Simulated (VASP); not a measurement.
# Hf (P6_3/mmc) in VASP: a series of runs

The runs below take Hf through single point, with r2SCAN.

Program: VASP 6.6.1. These are calculated values, not measurements. Logs are shortened: lines on timing, memory, paths and dates and some standing lists are left out, and cuts for length are marked.

**1. The cell of the first run**

It takes space group P6_3/mmc (No. 194, hexagonal). The conventional cell has a = 3.199 Å, b = 3.199 Å, c = 5.051 Å, α = 90.00°, β = 90.00°, γ = 120.00°. Hf (site symmetry -6m2) has 12 Hf at 3.13 to 3.20 Å within 4.1 Å.

**2. Single point, r2SCAN**

Contents of POSCAR:

```
Hf
1.0
    3.1987335297      0.0000000000      0.0000000000
   -1.5993667648      2.7701844966      0.0000000000
    0.0000000000      0.0000000000      5.0505021987
Hf
2
Direct
    0.3333333333      0.6666666667      0.2500000000
    0.6666666667      0.3333333333      0.7500000000
```

Contents of INCAR.step1:

```
SYSTEM = Hf
ALGO = Normal ; EDIFF = 1E-4
ENCUT = 520 ; GGA = PE
ISMEAR = 1 ; LASPH = .TRUE.
LCHARG = .FALSE. ; LREAL = .FALSE.
LWAVE = .TRUE. ; NBANDS = 17
NELM = 100 ; PREC = Accurate
SIGMA = 0.2
```

Contents of INCAR.step2:

```
SYSTEM = Hf
ALGO = Normal ; EDIFF = 1E-7
ENCUT = 520 ; ISIF = 2
ISMEAR = 1 ; ISTART = 1
LASPH = .TRUE. ; LCHARG = .FALSE.
LMIXTAU = .TRUE. ; LREAL = .FALSE.
LWAVE = .FALSE. ; METAGGA = R2SCAN
NBANDS = 17 ; NELM = 100
PREC = Accurate ; SIGMA = 0.2
```

Contents of KPOINTS:

```
k-points
0
G
  11 11 6
  0 0 0
```

Potentials or basis: VASP PAW PBE potentials, release 64 (Hf_pv).

Started as:

```
> cat potpaw_PBE.64/Hf_pv/POTCAR > POTCAR
> cp INCAR.step1 INCAR
> mpirun -np 1 vasp_std > vasp.out
> cp INCAR.step2 INCAR
> mpirun -np 1 vasp_std > vasp.out
```

OUTCAR:

```text
SYSTEM = Hf
   EDIFF = 1E-7
   ENCUT = 520
   ISIF = 2
   ISMEAR = 1
   ISTART = 1
   LASPH = .TRUE.
   LREAL = .FALSE.
   METAGGA = R2SCAN
   NELM = 100
   PREC = Accurate

 ion  position               nearest neighbor table
   1  0.333  0.667  0.250-   2 3.13   2 3.13   2 3.13   2 3.13   2 3.13   2 3.13
   2  0.667  0.333  0.750-   1 3.13   1 3.13   1 3.13   1 3.13   1 3.13   1 3.13

  LATTYP: Found a hexagonal cell.
 ALAT       =     3.1987335297
 C/A-ratio  =     1.5789068242

  Lattice vectors:

 A1 = (   3.1987335297,   0.0000000000,   0.0000000000)
 A2 = (  -1.5993667648,   2.7701844966,   0.0000000000)
 A3 = (   0.0000000000,   0.0000000000,   5.0505021987)

Analysis of symmetry for initial positions (statically):
=====================================================================
 Subroutine PRICEL returns:
 Original cell was already a primitive cell.

 Routine SETGRP: Setting up the symmetry group for a
 hexagonal supercell.

 Subroutine GETGRP returns: Found 24 space group operations
 (whereof 12 operations were pure point group operations)
 out of a pool of 24 trial point group operations.

The static configuration has the point symmetry D_3d.
 The point group associated with its full space group is D_6h.

Analysis of symmetry for dynamics (positions and initial velocities):
=====================================================================
 Subroutine PRICEL returns:
 Original cell was already a primitive cell.

 Routine SETGRP: Setting up the symmetry group for a
 hexagonal supercell.

 Subroutine GETGRP returns: Found 24 space group operations
 (whereof 12 operations were pure point group operations)
 out of a pool of 24 trial point group operations.

The dynamic configuration has the point symmetry D_3d.
 The point group associated with its full space group is D_6h.

 Subroutine INISYM returns: Found 24 space group operations
 (whereof 12 operations are pure point group operations),
 and found     1 'primitive' translations

----------------------------------------------------------------------------------------

                                     Primitive cell

  volume of cell :      44.7529

  direct lattice vectors                    reciprocal lattice vectors
     3.198733530  0.000000000  0.000000000     0.312623728  0.180493393  0.000000000
    -1.599366765  2.770184497  0.000000000     0.000000000  0.360986787  0.000000000
     0.000000000  0.000000000  5.050502199     0.000000000  0.000000000  0.198000112

  length of vectors
     3.198733530  3.198733530  5.050502199     0.360986787  0.360986787  0.198000112

  position of ions in fractional coordinates (direct lattice)
     0.333333333  0.666666667  0.250000000
     0.666666667  0.333333333  0.750000000

  ion indices of the primitive-cell ions
   primitive index   ion index
                 1           1
                 2           2

----------------------------------------------------------------------------------------

 KPOINTS: k-points

Automatic generation of k-mesh.
 Grid dimensions read from file:
 generate k-points for:   11   11    6

 Generating k-lattice:

  Cartesian coordinates                     Fractional coordinates (reciprocal lattice)
     0.028420339  0.016408490  0.000000000     0.090909091  0.000000000  0.000000000
     0.000000000  0.032816981  0.000000000     0.000000000  0.090909091  0.000000000
     0.000000000  0.000000000  0.033000019     0.000000000  0.000000000  0.166666667

  Length of vectors
     0.032816981  0.032816981  0.033000019

  Shift w.r.t. Gamma in fractional coordinates (k-lattice)
     0.000000000  0.000000000  0.000000000

 Subroutine IBZKPT returns following result:
 ===========================================

 Found     64 irreducible k-points:

 Following reciprocal coordinates:
            Coordinates               Weight
  0.000000  0.000000  0.000000      1.000000
  0.090909 -0.000000  0.000000      6.000000
  0.181818 -0.000000  0.000000      6.000000
  0.272727  0.000000  0.000000      6.000000
  0.363636  0.000000  0.000000      6.000000
  0.454545  0.000000  0.000000      6.000000
[... 16 lines left out ...]
  0.090909  0.090909  0.166667     12.000000
  0.181818  0.090909  0.166667     24.000000
 [... further k-points ...]
   k-points           NKPTS =     64   k-points in BZ     NKDIM =     64   number of bands    NBANDS=     17
   number of dos      NEDOS =    301   number of ions     NIONS =      2
   total plane-waves  NPLWV =  23040
   dimension x,y,z NGX =    24 NGY =   24 NGZ =   40
   dimension x,y,z NGXF=    48 NGYF=   48 NGZF=   80
   ions per type =               2
   NGX,Y,Z   is equivalent  to a cutoff of  12.47, 12.47, 13.17 a.u.
   NGXF,Y,Z  is equivalent  to a cutoff of  24.95, 24.95, 26.33 a.u.
 SYSTEM =  Hf
   PREC   = accura    normal or accurate (medium, high low for compatibility)
   ISTART =      1    job   : 0-new  1-cont  2-samecut
   ICHARG =      0    charge: 1-file 2-atom 10-const
   ISPIN  =      1    spin polarized calculation?
   LNONCOLLINEAR =      F non collinear calculations
   LSORBIT =      F    spin-orbit coupling
   LASPH  =      T    aspherical Exc in radial PAW
   ENCUT  =  520.0 eV  38.22 Ry    6.18 a.u.   5.95  5.95  9.39*2*pi/ulx,y,z
   NELM   =    100;   NELMIN=  2; NELMDL=  0     # of ELM steps
   EDIFF  = 0.1E-06   stopping-criterion for ELM
   LREAL  =      F    real-space projection
   EDIFFG = 0.1E-05   stopping-criterion for IOM
   NSW    =      0    number of steps for IOM
   IBRION =     -1    ionic relax: 0-MD 1-quasi-New 2-CG
   NFREE  =      0    steps in history (QN), initial steepest desc. (CG)
   ISIF   =      2    stress and relaxation
   ISYM   =      2    0-nonsym 1-usesym 2-fastsym
   POTIM  = 0.5000    time-step for ionic-motion
   TEBEG  =    0.0;   TEEND  =   0.0 temperature during run
   PSTRESS=    0.0 pullay stress
   NELECT =      20.0000    total number of electrons
   NUPDOWN=      -1.0000    fix difference up-down
   EMIN   =  10.00;   EMAX   =-10.00  energy-range for DOS
   EFERMI =   0.00;   METHOD = LEGACY
   ISMEAR =     1;   SIGMA  =   0.20  broadening in eV -4-tet -1-fermi 0-gaus
   EFERMI_NEDOS =   21; number of points for ismear=-14 and -15
   IALGO  =     38    algorithm
   IMIX   =      4    mixing-type and parameters
     AMIX     =   0.40;   BMIX     =  1.00
     AMIX_MAG =   1.60;   BMIX_MAG =  1.00
  volume/ion in A,a.u.               =      22.38       151.00
  Fermi-wavevector in a.u.,A,eV,Ry     =   1.251635  2.365247 21.314756  1.566590
  Thomas-Fermi vector in A             =   2.385573
   LORBIT       =      0    0 simple, 1 ext, 2 COOP (PROOUT), +10 PAW based schemes
   METAGGA = R2SCAN    functional components
   LHFCALC =     F    Hartree Fock is set to
   AEXX    =    0.0000 exact exchange contribution
   IVDW    =     0    specifies the selected vdW correction
   LEPSILON=     F    determine dielectric tensor
   LRPA    =     F    only Hartree local field effects (RPA)
 non-spin polarized calculation
 Methfessel and Paxton  Order N= 1 SIGMA  =   0.20
  energy-cutoff  :      520.00
  volume of cell :       44.75
 maximum number of plane-waves:      1222
 NGX is ok and might be reduce to    24
   NGX = 11   NGY = 11   NGZ = 19

 number of electron      20.0000004 magnetization

 Free energy of the ion-electron system (eV)
  ---------------------------------------------------
  ext. energy  EPLUGINS =         0.00000000
  ---------------------------------------------------
  free energy    TOTEN  =       -90.30347748 eV

  energy without entropy =      -90.30495612  energy(sigma->0) =      -90.30397036

 E-fermi :   4.8323     XC(G=0): -12.1529

 val. band max:        4.8192767401   @ k =   0.1818  -0.0000   0.1667
 cond. band min:       4.8479882149   @ k =   0.3636   0.1818   0.3333
 fundamental gap:      0.0287114747
 Fermi energy:         4.8322644094

 k-point     1 :       0.0000    0.0000    0.0000
  band No.  band energies     occupation
      1     -27.4223      2.00000
      2     -26.6578      2.00000
      3     -26.6578      2.00000
      4     -26.5277      2.00000
      5     -26.5277      2.00000
      6     -26.5257      2.00000
[... 9 lines left out ...]
     16       7.7410     -0.00000
     17      10.4839      0.00000

 k-point     2 :       0.0909   -0.0000    0.0000
  band No.  band energies     occupation
      1     -27.4001      2.00000
      2     -26.7042      2.00000
      3     -26.6734      2.00000
      4     -26.5767      2.00000
      5     -26.5358      2.00000
      6     -26.5338      2.00000
[... 9 lines left out ...]
     16       7.4953     -0.00000
     17      10.6796      0.00000

 k-point     3 :       0.1818   -0.0000    0.0000
  band No.  band energies     occupation
      1     -27.3372      2.00000
      2     -26.8293      2.00000
      3     -26.7136      2.00000
      4     -26.7039      2.00000
      5     -26.5663      2.00000
      6     -26.5514      2.00000
[... 9 lines left out ...]
     16       7.9273     -0.00000
     17      11.0585      0.00000

 k-point     4 :       0.2727    0.0000    0.0000
  band No.  band energies     occupation
      1     -27.2441      2.00000
      2     -26.9934      2.00000
      3     -26.8622      2.00000
      4     -26.7639      2.00000
      5     -26.6167      2.00000
      6     -26.5764      2.00000
[... 9 lines left out ...]
     16       8.9486      0.00000
     17      11.3773      0.00000
[... 343 lines left out ...]
      1     -27.2829      2.00000
      2     -27.1357      2.00000
      3     -26.9706      2.00000
      4     -26.8197      2.00000
      5     -26.7182      2.00000
      6     -26.6304      2.00000
[... 9 lines left out ...]
     16      11.0900      0.00000
     17      11.4962      0.00000

 k-point    23 :       0.0909    0.0909    0.1667
  band No.  band energies     occupation
      1     -27.3139      2.00000
      2     -26.7642      2.00000
      3     -26.7365      2.00000
      4     -26.6761      2.00000
      5     -26.5671      2.00000
      6     -26.5633      2.00000
[... 9 lines left out ...]
     16       8.1255     -0.00000
     17      10.8797      0.00000

 k-point    24 :       0.1818    0.0909    0.1667
  band No.  band energies     occupation
      1     -27.2573      2.00000
      2     -26.8940      2.00000
      3     -26.8559      2.00000
      4     -26.7326      2.00000
      5     -26.6039      2.00000
      6     -26.5906      2.00000
[... 9 lines left out ...]
     16       8.7908     -0.00000
     17      11.0352      0.00000

 [... further k-points ...]

------------------------ aborting loop because EDIFF is reached ----------------------------------------

  FORCE on cell =-STRESS in cart. coord.  units (eV):
  Direction    XX          YY          ZZ          XY          YZ          ZX
  --------------------------------------------------------------------------------------
  -------------------------------------------------------------------------------------
  Total       -0.1416103     -0.1416103     -0.1893690     -0.0000000      0.0000000     -0.0000000
  in kB       -5.0697222     -5.0697222     -6.7795092     -0.0000000      0.0000000     -0.0000000
  external PRESSURE =      -5.6396512 kB  Pullay stress =       0.0000000 kB

 VOLUME and BASIS-vectors are now :
 -----------------------------------------------------------------------------
  energy-cutoff  :      520.00
  volume of cell :       44.75
      direct lattice vectors                 reciprocal lattice vectors
     3.198733530  0.000000000  0.000000000     0.312623728  0.180493393  0.000000000
    -1.599366765  2.770184497  0.000000000     0.000000000  0.360986787  0.000000000
     0.000000000  0.000000000  5.050502199     0.000000000  0.000000000  0.198000112

 POSITION                                       TOTAL-FORCE (eV/Angst)
 -----------------------------------------------------------------------------------
     -0.00000      1.84679      1.26263         0.000000     -0.000000      0.000000
      1.59937      0.92339      3.78788        -0.000000      0.000000      0.000000
 -----------------------------------------------------------------------------------
    total drift:                               -0.000000      0.000000     -0.000000

  FREE ENERGIE OF THE ION-ELECTRON SYSTEM (eV)
  ---------------------------------------------------
  free  energy   TOTEN  =       -90.3034774800 eV

  energy  without entropy=      -90.3049561193  energy(sigma->0) =      -90.30397036
```

Wall time 3.8 min (1 thread of Intel Xeon 8259CL, shared host); peak memory 0.19 GiB.

What came out:

```
Free energy            : -90.3035 eV
Pressure               : -0.6 GPa
Band gap on the k mesh : zero (bands 10 and 11 overlap by 1.70 eV)
```

Levels at points of the mesh, in eV from the Fermi level:
```tsv
k point	band 6	band 7	band 8	band 9	band 10	band 11	band 12	band 13	band 14	band 15
(0.00, 0.00, 0.00)	-31.36	-7.75	-3.84	0.42	1.32	1.32	1.65	2.20	2.20	2.91
(0.00, 0.00, 0.50)	-31.43	-5.69	-5.69	0.16	0.16	1.22	1.22	1.22	1.22	5.13
```

Caveat: the PAW data sets were made with another functional, which shifts forces and pressure a little; spin-orbit coupling is left out, which moves the levels of the heavy elements.

(Continued in part 2 of 2.)
